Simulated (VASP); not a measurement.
# BeS (rocksalt type) (Fm-3m) in VASP: further runs, part 2 of 2

VASP 6.6.1. The steps go on from the part before.

## Step 4: Single point, LDA

Contents of INCAR:

```
SYSTEM = BeS
  ALGO = Normal
  EDIFF = 1E-6
  ENCUT = 600
  GGA = CA
  GGA_COMPAT = .False.
  ISIF = 2
  ISMEAR = -1
  LASPH = .True.
  LCHARG = .True.
  LELF = .True.
  LREAL = .False.
  LVHAR = .True.
  LWAVE = .False.
  NBANDS = 11
  NELM = 120
  PREC = Accurate
  SIGMA = 0.08
```

Contents of KPOINTS:

```
k-points
0
Gamma
  17 17 17
  0 0 0
```

Contents of POSCAR:

```
BeS
1.0
    0.0000000000      1.9212167788      1.9212167788
    1.9212167788      0.0000000000      1.9212167788
    1.9212167788      1.9212167788      0.0000000000
Be S
1 1
Direct
    0.0000000000      0.0000000000      0.0000000000
    0.5000000000      0.5000000000      0.5000000000
```

Potentials or basis: VASP PAW LDA potentials, release 64 (Be, S).

Command:

```
$ cat potpaw_LDA.64/Be/POTCAR potpaw_LDA.64/S/POTCAR > POTCAR
$ mpirun -np 1 vasp_std > vasp.out
```

OUTCAR:

```text
SYSTEM = BeS
   EDIFF = 1E-6
   ENCUT = 600
   GGA = CA
   ISIF = 2
   ISMEAR = -1
   LASPH = .True.
   LREAL = .False.
   NELM = 120
   PREC = Accurate

 ion  position               nearest neighbor table
   1  0.000  0.000  0.000-   2 1.92   2 1.92   2 1.92   2 1.92   2 1.92   2 1.92
   2  0.500  0.500  0.500-   1 1.92   1 1.92   1 1.92   1 1.92   1 1.92   1 1.92

  LATTYP: Found a face centered cubic cell.
 ALAT       =     3.8424335576

  Lattice vectors:

 A1 = (   0.0000000000,   1.9212167788,   1.9212167788)
 A2 = (   1.9212167788,   0.0000000000,   1.9212167788)
 A3 = (   1.9212167788,   1.9212167788,   0.0000000000)

Analysis of symmetry for initial positions (statically):
=====================================================================
 Subroutine PRICEL returns:
 Original cell was already a primitive cell.

 Routine SETGRP: Setting up the symmetry group for a
 face centered cubic supercell.

 Subroutine GETGRP returns: Found 48 space group operations
 (whereof 48 operations were pure point group operations)
 out of a pool of 48 trial point group operations.

The static configuration has the point symmetry O_h .

Analysis of symmetry for dynamics (positions and initial velocities):
[... 165 lines left out ...]

 k-point     1 :       0.0000    0.0000    0.0000
  band No.  band energies     occupation
      1      -6.0402      2.00000
      2      14.9330      2.00000
      3      14.9330      2.00000
      4      14.9330      2.00000
      5      22.9613      0.00000
      6      22.9613      0.00000
      7      22.9613      0.00000
      8      27.9339      0.00000
      9      27.9339      0.00000
     10      27.9339      0.00000
     11      28.2512      0.00000
[... 309 lines left out ...]
 k-point    24 :      -0.1176    0.0588    0.0000
  band No.  band energies     occupation
      1      -5.5148      2.00000
      2      12.3556      2.00000
      3      13.6262      2.00000
      4      15.2321      1.99983
      5      22.3501      0.00000
      6      22.8277      0.00000
      7      23.4824      0.00000
      8      23.7909      0.00000
      9      25.9167      0.00000
     10      28.2330      0.00000
     11      31.1817      0.00000

 [... further k-points ...]
[... 5 lines left out ...]
  --------------------------------------------------------------------------------------
  -------------------------------------------------------------------------------------
  Total       13.8139754     13.8139754     13.8139754     -0.0000000      0.0000000      0.0000000
  in kB     1560.5229174   1560.5229174   1560.5229174     -0.0000000      0.0000000      0.0000000
  external PRESSURE =    1560.5229174 kB  Pullay stress =       0.0000000 kB

 VOLUME and BASIS-vectors are now :
 -----------------------------------------------------------------------------
  energy-cutoff  :      600.00
  volume of cell :       14.18
      direct lattice vectors                 reciprocal lattice vectors
     0.000000000  1.921216779  1.921216779    -0.260251735  0.260251735  0.260251735
     1.921216779  0.000000000  1.921216779     0.260251735 -0.260251735  0.260251735
     1.921216779  1.921216779  0.000000000     0.260251735  0.260251735 -0.260251735

 POSITION                                       TOTAL-FORCE (eV/Angst)
 -----------------------------------------------------------------------------------
      0.00000      0.00000      0.00000        -0.000000      0.000000     -0.000000
      1.92122      1.92122      1.92122         0.000000     -0.000000      0.000000
 -----------------------------------------------------------------------------------
    total drift:                               -0.000000     -0.000000      0.000000

  FREE ENERGIE OF THE ION-ELECTRON SYSTEM (eV)
  ---------------------------------------------------
  free  energy   TOTEN  =        -7.0388499068 eV

  energy  without entropy=       -7.0386753193  energy(sigma->0) =       -7.03876261
```

It took 31 s on 1 thread of Intel Xeon 8259CL, shared host; peak memory 0.15 GiB.

What came out:

* Free energy: -7.0388 eV
* Pressure: 156.1 GPa
* Band gap on the k mesh: 0.53 eV, indirect (least direct gap 3.01 eV)

## Step 5: Single point, LDA

This run uses another cell than the first one, of 7.09 Å³/atom, 1.500 times its volume.

Contents of INCAR:

```
PREC = Accurate ; ENCUT = 600
EDIFF = 1E-6 ; ISMEAR = -1
SIGMA = 0.08 ; LREAL = F
LASPH = T ; NELM = 120
ALGO = Normal ; ISIF = 2
LWAVE = F ; LCHARG = F
GGA = CA ; NBANDS = 11
GGA_COMPAT = F
```

Contents of KPOINTS:

```
Automatic mesh
0
Gamma
  17 17 17
```

POSCAR is that of step 4.

Command:

```
$ cat potpaw_LDA.64/Be/POTCAR potpaw_LDA.64/S/POTCAR > POTCAR
$ mpirun -np 1 vasp_std > vasp.out
```

It took 29 s on 1 thread of Intel Xeon 8259CL, shared host; peak memory 0.15 GiB.

It converged, with:

```
Free energy            : -7.0388 eV
Pressure               : 156.1 GPa
Band gap on the k mesh : 0.53 eV, indirect (least direct gap 3.01 eV)
```

Levels at points of the mesh, in eV from the valence-band top:
| k point | band 1 | band 2 | band 3 | band 4 | band 5 | band 6 | band 7 | band 8 | band 9 |
| --- | --- | --- | --- | --- | --- | --- | --- | --- | --- |
| (0.00, 0.00, 0.00) | -21.70 | -0.72 | -0.72 | -0.72 | 7.31 | 7.31 | 7.31 | 12.28 | 12.28 |

A k mesh can miss the band edges. LDA gaps usually lie below the measured ones, often by a third to a half.

## Step 6: Single point, LDA (volume scaled by 0.7)

Contents of INCAR:

```
SYSTEM = BeS
ALGO = Normal ; EDIFF = 1E-6
ENCUT = 600 ; GGA_COMPAT = .False.
ISIF = 2 ; ISMEAR = -1
LASPH = .True. ; LCHARG = .False.
LREAL = .False. ; LWAVE = .False.
NBANDS = 11 ; NELM = 120
PREC = Accurate ; SIGMA = 0.08
```

Contents of KPOINTS:

```
k-points
0
Gamma
  17 17 17
  0 0 0
```

Contents of POSCAR:

```
BeS
1.0
    0.0000000000      2.0225160066      2.0225160066
    2.0225160066      0.0000000000      2.0225160066
    2.0225160066      2.0225160066      0.0000000000
Be S
1 1
Direct
    0.0000000000      0.0000000000      0.0000000000
    0.5000000000      0.5000000000      0.5000000000
```

Potentials or basis: VASP PAW LDA potentials, release 64 (Be, S).

Command:

```
$ cat potpaw_LDA.64/Be/POTCAR potpaw_LDA.64/S/POTCAR > POTCAR
$ mpirun -np 1 vasp_std > vasp.out
```

OUTCAR:

```text
SYSTEM = BeS
   EDIFF = 1E-6
   ENCUT = 600
   ISIF = 2
   ISMEAR = -1
   LASPH = .True.
   LREAL = .False.
   NELM = 120
   PREC = Accurate

 ion  position               nearest neighbor table
   1  0.000  0.000  0.000-   2 2.02   2 2.02   2 2.02   2 2.02   2 2.02   2 2.02
   2  0.500  0.500  0.500-   1 2.02   1 2.02   1 2.02   1 2.02   1 2.02   1 2.02

  LATTYP: Found a face centered cubic cell.
 ALAT       =     4.0450320132

  Lattice vectors:

 A1 = (   0.0000000000,   2.0225160066,   2.0225160066)
 A2 = (   2.0225160066,   0.0000000000,   2.0225160066)
 A3 = (   2.0225160066,   2.0225160066,   0.0000000000)

[... 519 lines left out ...]

  FORCE on cell =-STRESS in cart. coord.  units (eV):
  Direction    XX          YY          ZZ          XY          YZ          ZX
  --------------------------------------------------------------------------------------
  -------------------------------------------------------------------------------------
  Total        8.5205629      8.5205629      8.5205629      0.0000000      0.0000000     -0.0000000
  in kB      825.0361380    825.0361380    825.0361380      0.0000000      0.0000000     -0.0000000
  external PRESSURE =     825.0361380 kB  Pullay stress =       0.0000000 kB

 VOLUME and BASIS-vectors are now :
 -----------------------------------------------------------------------------
  energy-cutoff  :      600.00
  volume of cell :       16.55
      direct lattice vectors                 reciprocal lattice vectors
     0.000000000  2.022516007  2.022516007    -0.247216832  0.247216832  0.247216832
     2.022516007  0.000000000  2.022516007     0.247216832 -0.247216832  0.247216832
     2.022516007  2.022516007  0.000000000     0.247216832  0.247216832 -0.247216832

 POSITION                                       TOTAL-FORCE (eV/Angst)
 -----------------------------------------------------------------------------------
      0.00000      0.00000      0.00000         0.000000     -0.000000     -0.000000
      2.02252      2.02252      2.02252        -0.000000      0.000000      0.000000
 -----------------------------------------------------------------------------------
    total drift:                               -0.000000     -0.000000      0.000000

  FREE ENERGIE OF THE ION-ELECTRON SYSTEM (eV)
  ---------------------------------------------------
  free  energy   TOTEN  =        -8.7467834849 eV

  energy  without entropy=       -8.7467687860  energy(sigma->0) =       -8.74677614
```

stdout:

```text
POSCAR found type information on POSCAR BeS
 POSCAR found :  2 types and       2 ions
 scaLAPACK will be used
 LDA part: xc-table for (Slater(with rela. corr.)+CA(PZ))
 , standard interpolation
 POSCAR, INCAR and KPOINTS ok, starting setup
 FFT: planning ... GRIDC
 FFT: planning ... GRID_SOFT
 FFT: planning ... GRID
 WAVECAR not read
 entering main loop
```

Wall time 36 s (1 thread of Intel Xeon 8259CL, shared host); peak memory 0.15 GiB.

What came out:

```
Free energy            : -8.7468 eV
Pressure               : 82.5 GPa
Band gap on the k mesh : 1.10 eV, indirect (least direct gap 3.57 eV)
```

Levels at points of the mesh, in eV from the valence-band top:
```csv
k point,band 2,band 3,band 4,band 5,band 6,band 7
"(0.00, 0.00, 0.00)",-0.56,-0.56,-0.56,7.92,7.92,7.92
```

Caveat: the cell differs from its parent crystal (volume scaled by 0.7). A k mesh can miss the band edges.

## Step 7: Overview

```tsv
cell	gap on the mesh (eV)	pressure (GPa)
a = 2.374 Å, angles 60.0°, 2 atoms	none	541.7
a = 2.557 Å, angles 60.0°, 2 atoms	none	288.0
a = 2.717 Å, angles 60.0°, 2 atoms	0.53	156.1
a = 2.860 Å, angles 60.0°, 2 atoms	1.10	82.5
```

Alike in all rows: task single point; level LDA; potentials or basis VASP PAW LDA potentials, release 64 (Be, S); no spin polarisation; k mesh 17 × 17 × 17; cutoff (eV) 600; smearing fermi-dirac 0.08 eV.

Total energies depend on the potentials used, so only differences within one code and one set of settings carry meaning.
